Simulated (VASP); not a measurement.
# Mn3Sn (P6_3/mmc) in VASP: notebook

Aim: see how the results for Mn3Sn move with the level of theory and the settings. Levels: r2SCAN, PBE. Tasks: single point.

Program: VASP 6.6.1. These are calculated values, not measurements. Logs are shortened: lines on timing, memory, paths and dates and some standing lists are left out, and cuts for length are marked.

## (1) The cell of the first run

Symmetry: P6_3/mmc, No. 194, hexagonal system. Conventional cell: a = 5.670 Å, b = 5.670 Å, c = 4.530 Å, α = 90.00°, β = 90.00°, γ = 120.00°. Mn (site symmetry mm2) has 4 Sn at 2.79 to 2.84 Å and 8 Mn at 2.80 to 2.84 Å within 3.7 Å. Sn (site symmetry -6m2) has 12 Mn at 2.79 to 2.84 Å within 3.7 Å.

## (2) Single point, r2SCAN, collinear spin, ferromagnetic start

Input file POSCAR:

```
Mn3Sn
1.0
    5.6700000000      0.0000000000      0.0000000000
   -2.8350000000      4.9103640400      0.0000000000
    0.0000000000      0.0000000000      4.5300000000
Mn Sn
6 2
Direct
    0.8330000000      0.6660000000      0.2500000000
    0.1670000000      0.8330000000      0.7500000000
    0.3340000000      0.1670000000      0.2500000000
    0.1670000000      0.3340000000      0.7500000000
    0.8330000000      0.1670000000      0.2500000000
    0.6660000000      0.8330000000      0.7500000000
    0.3333333300      0.6666666700      0.2500000000
    0.6666666700      0.3333333300      0.7500000000
```

Input file INCAR.step1:

```
PREC = Accurate
ENCUT = 520
ISMEAR = -1
SIGMA = 0.05
LREAL = F
LASPH = T
NELM = 150
ISPIN = 2
MAGMOM = 4.5 4.5 4.5 4.5 4.5 4.5 0 0
LMAXMIX = 4
NBANDS = 67
GGA = PE
ALGO = Normal
EDIFF = 1E-4
LWAVE = T
LCHARG = F
KPAR = 4
```

Input file INCAR.step2:

```
PREC = Accurate
ENCUT = 520
EDIFF = 1E-6
ISMEAR = -1
SIGMA = 0.05
LREAL = F
LASPH = T
NELM = 150
ALGO = Normal
ISIF = 2
LWAVE = F
LCHARG = T
ISPIN = 2
MAGMOM = 4.5 4.5 4.5 4.5 4.5 4.5 0 0
LORBIT = 11
LMAXMIX = 4
METAGGA = R2SCAN
LMIXTAU = T
LVHAR = T
NBANDS = 67
ISTART = 1
KPAR = 4
```

Input file KPOINTS:

```
Automatic mesh
0
Gamma
  7 7 8
```

Potentials or basis: VASP PAW PBE potentials, release 64 (Mn_pv, Sn_d).

Launch:

```console
> cat potpaw_PBE.64/Mn_pv/POTCAR potpaw_PBE.64/Sn_d/POTCAR > POTCAR
> cp INCAR.step1 INCAR
> mpirun -np 4 vasp_std > vasp.out
> cp INCAR.step2 INCAR
> mpirun -np 4 vasp_std > vasp.out
```

OUTCAR:

```text
PREC = Accurate
   ENCUT = 520
   EDIFF = 1E-6
   ISMEAR = -1
   LREAL = F
   LASPH = T
   NELM = 150
   ISIF = 2
   ISPIN = 2
   LORBIT = 11
   METAGGA = R2SCAN
   ISTART = 1

 ion  position               nearest neighbor table
   1  0.833  0.666  0.250-   8 2.79   8 2.79   2 2.80   2 2.80   6 2.80   6 2.80   5 2.83   3 2.83
                             7 2.84   7 2.84   5 2.84   3 2.84
   2  0.167  0.833  0.750-   7 2.79   7 2.79   1 2.80   1 2.80   3 2.80   3 2.80   6 2.83   4 2.83
                             8 2.84   8 2.84   6 2.84   4 2.84
   3  0.334  0.167  0.250-   8 2.79   8 2.79   4 2.80   4 2.80   2 2.80   2 2.80   5 2.83   1 2.83
                             7 2.84   7 2.84   5 2.84   1 2.84
   4  0.167  0.334  0.750-   7 2.79   7 2.79   3 2.80   3 2.80   5 2.80   5 2.80   2 2.83   6 2.83
                             8 2.84   8 2.84   2 2.84   6 2.84
   5  0.833  0.167  0.250-   8 2.79   8 2.79   4 2.80   4 2.80   6 2.80   6 2.80   3 2.83   1 2.83
                             7 2.84   7 2.84   3 2.84   1 2.84
   6  0.666  0.833  0.750-   7 2.79   7 2.79   1 2.80   1 2.80   5 2.80   5 2.80   2 2.83   4 2.83
                             8 2.84   8 2.84   2 2.84   4 2.84
   7  0.333  0.667  0.250-   2 2.79   2 2.79   6 2.79   6 2.79   4 2.79   4 2.79   1 2.84   3 2.84
                             5 2.84   5 2.84   1 2.84   3 2.84
   8  0.667  0.333  0.750-   5 2.79   5 2.79   3 2.79   3 2.79   1 2.79   1 2.79   4 2.84   6 2.84
                             2 2.84   2 2.84   4 2.84   6 2.84

  LATTYP: Found a hexagonal cell.
 ALAT       =     5.6700000000
 C/A-ratio  =     0.7989417989

  Lattice vectors:

 A1 = (   5.6700000000,   0.0000000000,   0.0000000000)
 A2 = (  -2.8350000000,   4.9103640400,   0.0000000000)
 A3 = (   0.0000000000,   0.0000000000,   4.5300000000)

Analysis of symmetry for initial positions (statically):
=====================================================================
 Subroutine PRICEL returns:
 Original cell was already a primitive cell.

 Routine SETGRP: Setting up the symmetry group for a
 hexagonal supercell.

 Subroutine GETGRP returns: Found 24 space group operations
 (whereof 12 operations were pure point group operations)
 out of a pool of 24 trial point group operations.

The static configuration has the point symmetry D_3d.
 The point group associated with its full space group is D_6h.

Analysis of symmetry for dynamics (positions and initial velocities):
=====================================================================
 Subroutine PRICEL returns:
 Original cell was already a primitive cell.

 Routine SETGRP: Setting up the symmetry group for a
 hexagonal supercell.

[... 176 lines left out ...]
  free energy    TOTEN  =      -138.50754751 eV

  energy without entropy =     -138.45538331  energy(sigma->0) =     -138.48146541

 E-fermi :   9.2068     XC(G=0): -13.2119

 val. band max:        9.1995757448   @ k =   0.2857   0.2857   0.3750
 cond. band min:       9.2094551951   @ k =   0.4286   0.0000   0.5000
 fundamental gap:      0.0098794503
 Fermi energy:         9.2067556330

 spin component 1

 k-point     1 :       0.0000    0.0000    0.0000
  band No.  band energies     occupation
      1     -42.8585      1.00000
      2     -42.8584      1.00000
      3     -42.8363      1.00000
      4     -42.8363      1.00000
      5     -42.8303      1.00000
      6     -42.8189      1.00000
[... 1621 lines left out ...]
     64       8.9986      0.98468
     65      10.1528      0.00000

 [... further k-points ...]

 spin component 2

 k-point     1 :       0.0000    0.0000    0.0000
  band No.  band energies     occupation
      1     -37.8203      1.00000
      2     -37.7753      1.00000
      3     -37.7752      1.00000
      4     -37.7561      1.00000
      5     -37.7537      1.00000
      6     -37.7537      1.00000
[... 1621 lines left out ...]
     64      12.9712      0.00000
     65      13.3729      0.00000

 [... further k-points ...]

 [bands above 65 left out]

------------------------ aborting loop because EDIFF is reached ----------------------------------------

  FORCE on cell =-STRESS in cart. coord.  units (eV):
  Direction    XX          YY          ZZ          XY          YZ          ZX
  --------------------------------------------------------------------------------------
  -------------------------------------------------------------------------------------
  Total        2.6886464      2.6886464      3.5097471      0.0000000      0.0000000     -0.0000000
  in kB       34.1546093     34.1546093     44.5852755      0.0000000      0.0000000     -0.0000000
  external PRESSURE =      37.6314980 kB  Pullay stress =       0.0000000 kB

 VOLUME and BASIS-vectors are now :
 -----------------------------------------------------------------------------
  energy-cutoff  :      520.00
  volume of cell :      126.12
      direct lattice vectors                 reciprocal lattice vectors
     5.670000000  0.000000000  0.000000000     0.176366843  0.101825444  0.000000000
    -2.835000000  4.910364040  0.000000000     0.000000000  0.203650889  0.000000000
     0.000000000  0.000000000  4.530000000     0.000000000  0.000000000  0.220750552

 POSITION                                       TOTAL-FORCE (eV/Angst)
 -----------------------------------------------------------------------------------
      2.83500      3.27030      1.13250        -0.000000      0.363152     -0.000000
     -1.41466      4.09033      3.39750        -0.314498      0.181576     -0.000000
      1.42034      0.82003      1.13250        -0.314498     -0.181576      0.000000
      0.00000      1.64006      3.39750        -0.000000     -0.363152      0.000000
      4.24966      0.82003      1.13250         0.314498     -0.181576      0.000000
      1.41466      4.09033      3.39750         0.314498      0.181576     -0.000000
     -0.00000      3.27358      1.13250        -0.000000      0.000000     -0.000000
      2.83500      1.63679      3.39750        -0.000000     -0.000000     -0.000000
 -----------------------------------------------------------------------------------
    total drift:                               -0.000023      0.000013      0.000000

  FREE ENERGIE OF THE ION-ELECTRON SYSTEM (eV)
  ---------------------------------------------------
  free  energy   TOTEN  =      -138.5075475092 eV

  energy  without entropy=     -138.4553833083  energy(sigma->0) =     -138.48146541

 total charge

# of ion       s       p       d       tot
------------------------------------------
    1        0.319   6.240   5.019  11.579
    2        0.319   6.240   5.019  11.579
    3        0.319   6.240   5.019  11.579
    4        0.319   6.240   5.019  11.579
    5        0.319   6.240   5.019  11.579
    6        0.319   6.240   5.019  11.579
    7        1.065   1.442  10.054  12.561
    8        1.065   1.442  10.054  12.561
--------------------------------------------------
tot          4.047  40.322  50.224  94.593

 magnetization (x)

# of ion       s       p       d       tot
------------------------------------------
    1        0.004   0.011   3.610   3.625
    2        0.004   0.011   3.610   3.625
    3        0.004   0.011   3.610   3.625
    4        0.004   0.011   3.610   3.625
    5        0.004   0.011   3.610   3.625
    6        0.004   0.011   3.610   3.625
    7       -0.019  -0.218  -0.000  -0.237
    8       -0.019  -0.218  -0.000  -0.237
--------------------------------------------------
tot         -0.013  -0.372  21.658  21.274
```

OSZICAR.step1:

```text
N       E                     dE             d eps       ncg     rms          rms(c)
DAV:   1     0.144864130123E+04    0.14486E+04   -0.56560E+04 10944   0.241E+03
DAV:   2     0.129841358611E+03   -0.13188E+04   -0.12810E+04 10720   0.704E+02
DAV:   3    -0.500865725448E+02   -0.17993E+03   -0.16803E+03 10822   0.235E+02
DAV:   4    -0.625150647496E+02   -0.12428E+02   -0.12002E+02 13126   0.618E+01
DAV:   5    -0.629258637030E+02   -0.41080E+00   -0.40702E+00 13014   0.119E+01    0.284E+01
DAV:   6    -0.602421696252E+02    0.26837E+01   -0.59610E+01 11777   0.401E+01    0.160E+01
DAV:   7    -0.600936100275E+02    0.14856E+00   -0.82961E+00 11273   0.168E+01    0.686E+00
DAV:   8    -0.601088925124E+02   -0.15282E-01   -0.46519E-01 12696   0.277E+00    0.322E+00
DAV:   9    -0.600719211502E+02    0.36971E-01   -0.15820E-01 12050   0.181E+00    0.947E-01
DAV:  10    -0.600744906711E+02   -0.25695E-02   -0.25514E-02 11362   0.949E-01    0.270E-01
DAV:  11    -0.600744870298E+02    0.36413E-05   -0.33850E-03 12208   0.327E-01    0.122E-01
DAV:  12    -0.600746290670E+02   -0.14204E-03   -0.17852E-04  7343   0.967E-02    0.552E-02
DAV:  13    -0.600746338167E+02   -0.47497E-05   -0.37535E-05  5645   0.476E-02
   1 F= -.60074634E+02 E0= -.60053097E+02  d E =-.430735E-01  mag=    18.8961
```

Run time: 5.5 min. Hardware: 4 MPI ranks of Intel Xeon 6975P-C (Granite Rapids), shared host; peak memory 0.62 GiB.

Results:

* Free energy: -138.5075 eV
* Pressure: 3.8 GPa
* Largest force: 0.363 eV/Å
* Net moment: 21.66 μB per cell
* Site moments: Mn +3.62; Sn -0.24 μB
* Valence electrons inside the program's atomic spheres: Mn 11.58; Sn 12.56

Forces on the atoms (eV/Å):
```
Mn   0.000  0.363  0.000
Mn  -0.314  0.182  0.000
Mn  -0.314 -0.182  0.000
Mn   0.000 -0.363  0.000
Mn   0.314 -0.182  0.000
Mn   0.314  0.182  0.000
Sn   0.000  0.000  0.000
Sn   0.000  0.000  0.000
```

Caveat: the cell stands under pressure; the PAW data sets were made with another functional, which shifts forces and pressure a little; spin-orbit coupling is left out, which moves the levels of the heavy elements.

## (3) Single point, PBE, collinear spin, antiferromagnetic start

Input file INCAR:

```
ALGO = Normal
EDIFF = 1E-7
ENCUT = 520
GGA = PE
ISIF = 2
ISMEAR = -1
ISPIN = 2
KPAR = 4
LASPH = T
LCHARG = T
LMAXMIX = 4
LORBIT = 11
LREAL = F
LVHAR = T
LWAVE = F
MAGMOM = 4.5 4.5 4.5 -4.5 -4.5 -4.5 0 0
NBANDS = 67
NELM = 150
PREC = Accurate
SIGMA = 0.05
```

Input file KPOINTS:

```
k-points
0
Gamma
  7 7 8
```

POSCAR is that of step 2.

Potentials or basis: VASP PAW PBE potentials, release 64 (Mn_pv, Sn_d).

Launch:

```console
> cat potpaw_PBE.64/Mn_pv/POTCAR potpaw_PBE.64/Sn_d/POTCAR > POTCAR
> mpirun -np 4 vasp_std > vasp.out
```

It took 3.8 min on 4 MPI ranks of Intel Xeon 6975P-C (Granite Rapids), shared host; peak memory 0.92 GiB.

The run converged. Its results:

* Free energy: -59.7975 eV
* Pressure: -4.3 GPa
* Largest force: 0.796 eV/Å
* Band gap on the k mesh: zero (filled and empty bands overlap)
* Net moment: 0.00 μB per cell
* Site moments: Mn +2.96, +3.13, -2.96, -3.13 (each value once); Sn +0.00, -0.00 μB
* Valence electrons inside the program's atomic spheres: Mn 11.57, 11.56 (each value once); Sn 12.49

Forces on the atoms (eV/Å):
```
Mn   0.045  0.795  0.000
Mn  -0.502  0.290  0.000
Mn  -0.666 -0.436  0.000
Mn  -0.045 -0.795  0.000
Mn   0.502 -0.290  0.000
Mn   0.666  0.436  0.000
Sn  -0.102  0.059  0.000
Sn   0.102 -0.059  0.000
```

Stress tensor (GPa, compression positive):
```
-4.60 -0.28  0.00
-0.28 -4.93  0.00
 0.00  0.00 -3.41
```

Levels at points of the mesh, in eV from the Fermi level:
Spin up:
| k point | band 49 | band 50 | band 51 | band 52 | band 53 | band 54 | band 55 | band 56 | band 57 | band 58 |
| --- | --- | --- | --- | --- | --- | --- | --- | --- | --- | --- |
| (0.00, 0.00, 0.00) | -1.07 | -0.81 | -0.40 | -0.39 | -0.07 | 0.17 | 0.50 | 0.87 | 1.14 | 1.28 |
| (0.00, 0.00, 0.50) | -1.16 | -0.91 | -0.66 | -0.63 | -0.59 | -0.29 | 0.00 | 0.41 | 0.70 | 0.72 |
Spin down:
```
           k point  band 51  band 52  band 53  band 54  band 55  band 56
(0.00, 0.00, 0.00)    -0.40    -0.39    -0.07     0.17     0.50     0.87
(0.00, 0.00, 0.50)    -0.66    -0.63    -0.59    -0.29     0.00     0.41
```

Caveat: the cell stands under tension; the antiferromagnetic order is the one typed at the start, and another may lie lower; spin-orbit coupling is left out, which moves the levels of the heavy elements.

## (4) Single point, PBE, collinear spin, ferrimagnetic start

Input file INCAR:

```
ALGO = Normal
EDIFF = 1E-6
ENCUT = 520
GGA = PE
ISIF = 2
ISMEAR = -1
ISPIN = 2
KPAR = 4
LASPH = True
LCHARG = False
LMAXMIX = 4
LORBIT = 11
LREAL = False
LWAVE = False
MAGMOM = 4.5 4.5 4.5 4.5 -4.5 -4.5 0 0
NBANDS = 67
NELM = 150
PREC = Accurate
SIGMA = 0.05
```

KPOINTS is that of step 3.

POSCAR is that of step 3.

Potentials or basis: VASP PAW PBE potentials, release 64 (Mn_pv, Sn_d).

Launch:

```console
> cat potpaw_PBE.64/Mn_pv/POTCAR potpaw_PBE.64/Sn_d/POTCAR > POTCAR
> mpirun -np 4 vasp_std > vasp.out
```

OUTCAR:

```text
EDIFF = 1E-6
   ENCUT = 520
   GGA = PE
   ISIF = 2
   ISMEAR = -1
   ISPIN = 2
   LASPH = True
   LORBIT = 11
   LREAL = False
   NELM = 150
   PREC = Accurate

 ion  position               nearest neighbor table
   1  0.833  0.666  0.250-   8 2.79   8 2.79   2 2.80   2 2.80   6 2.80   6 2.80   5 2.83   3 2.83
                             7 2.84   7 2.84   5 2.84   3 2.84
   2  0.167  0.833  0.750-   7 2.79   7 2.79   1 2.80   1 2.80   3 2.80   3 2.80   6 2.83   4 2.83
                             8 2.84   8 2.84   6 2.84   4 2.84
   3  0.334  0.167  0.250-   8 2.79   8 2.79   4 2.80   4 2.80   2 2.80   2 2.80   5 2.83   1 2.83
                             7 2.84   7 2.84   5 2.84   1 2.84
[... 3529 lines left out ...]
      0.00000      1.64006      3.39750         0.003645     -0.669416     -0.000000
      4.24966      0.82003      1.13250         0.669445     -0.197321     -0.000000
      1.41466      4.09033      3.39750         0.669445      0.197321     -0.000000
     -0.00000      3.27358      1.13250        -0.233946      0.047388     -0.000000
      2.83500      1.63679      3.39750        -0.233946     -0.047388     -0.000000
 -----------------------------------------------------------------------------------
    total drift:                               -0.000077      0.000001     -0.000000

  FREE ENERGIE OF THE ION-ELECTRON SYSTEM (eV)
  ---------------------------------------------------
  free  energy   TOTEN  =       -59.9644081441 eV

  energy  without entropy=      -59.8858259168  energy(sigma->0) =      -59.92511703

 total charge

# of ion       s       p       d       tot
------------------------------------------
    1        0.294   6.232   5.043  11.569
    2        0.290   6.230   5.058  11.578
    3        0.290   6.230   5.058  11.578
    4        0.294   6.232   5.043  11.569
    5        0.301   6.239   5.008  11.549
    6        0.301   6.239   5.008  11.549
    7        1.096   1.344  10.048  12.487
    8        1.096   1.344  10.048  12.487
--------------------------------------------------
tot          3.962  40.089  50.314  94.366

 magnetization (x)

# of ion       s       p       d       tot
------------------------------------------
    1        0.031   0.027   2.927   2.985
    2        0.003   0.011   2.843   2.857
    3        0.003   0.011   2.843   2.857
    4        0.031   0.027   2.927   2.985
    5       -0.036  -0.036  -3.218  -3.290
    6       -0.036  -0.036  -3.218  -3.290
    7       -0.011  -0.056   0.005  -0.062
    8       -0.011  -0.056   0.005  -0.062
--------------------------------------------------
tot         -0.028  -0.106   5.115   4.981
```

stdout:

```text
POSCAR found type information on POSCAR MnSn
 POSCAR found :  2 types and       8 ions
 scaLAPACK will be used
 LDA part: xc-table for (Slater+PW92), standard interpolation
 POSCAR, INCAR and KPOINTS ok, starting setup
 FFT: planning ... GRIDC
 FFT: planning ... GRID_SOFT
 FFT: planning ... GRID
 WAVECAR not read
 entering main loop
```

It took 4.1 min on 4 MPI ranks of Intel Xeon 6975P-C (Granite Rapids), shared host; peak memory 0.92 GiB.

Results:

* Free energy: -59.9644 eV
* Pressure: -4.3 GPa
* Largest force: 0.715 eV/Å
* Net moment: 5.06 μB per cell
* Site moments: Mn +2.98, +2.86, -3.29 (each value once); Sn -0.06 μB
* Valence electrons inside the program's atomic spheres: Mn 11.57, 11.58, 11.55 (each value once); Sn 12.49

Forces in eV/Å, atoms in the order of the input:
```
Mn   0.004  0.669  0.000
Mn  -0.439  0.564  0.000
Mn  -0.439 -0.564  0.000
Mn   0.004 -0.669  0.000
Mn   0.669 -0.197  0.000
Mn   0.669  0.197  0.000
Sn  -0.234  0.047  0.000
Sn  -0.234 -0.047  0.000
```

Caveat: the cell stands under tension; spin-orbit coupling is left out, which moves the levels of the heavy elements.

## (5) Summary

| level | spin | gap on the mesh (eV) | pressure (GPa) | moment (μB) | largest force (eV/Å) |
| --- | --- | --- | --- | --- | --- |
| r2SCAN | collinear, ferromagnetic start | none | 3.8 | 21.66 | 0.36 |
| PBE | collinear, antiferromagnetic start | none | -4.3 | 0.00 | 0.80 |
| PBE | collinear, ferrimagnetic start | none | -4.3 | 5.06 | 0.72 |

Alike in all rows: task single point; potentials or basis VASP PAW PBE potentials, release 64 (Mn_pv, Sn_d); cell as given; k mesh 7 × 7 × 8; cutoff (eV) 520; smearing fermi-dirac 0.05 eV.

The pressure there spans -4.3 GPa (PBE) to 3.8 GPa (r2SCAN); a positive pressure means that this level wants a larger cell, a negative one a smaller.

Caveats: spin-orbit coupling is left out, which moves the levels of the heavy elements; the cell stands under tension (at least some runs); the cell stands under pressure (at least some runs); the PAW data sets were made with another functional, which shifts forces and pressure a little (at least some runs); the antiferromagnetic order is the one typed at the start, and another may lie lower (at least some runs).

Total energies depend on the potentials used, so only differences within one code and one set of settings carry meaning.
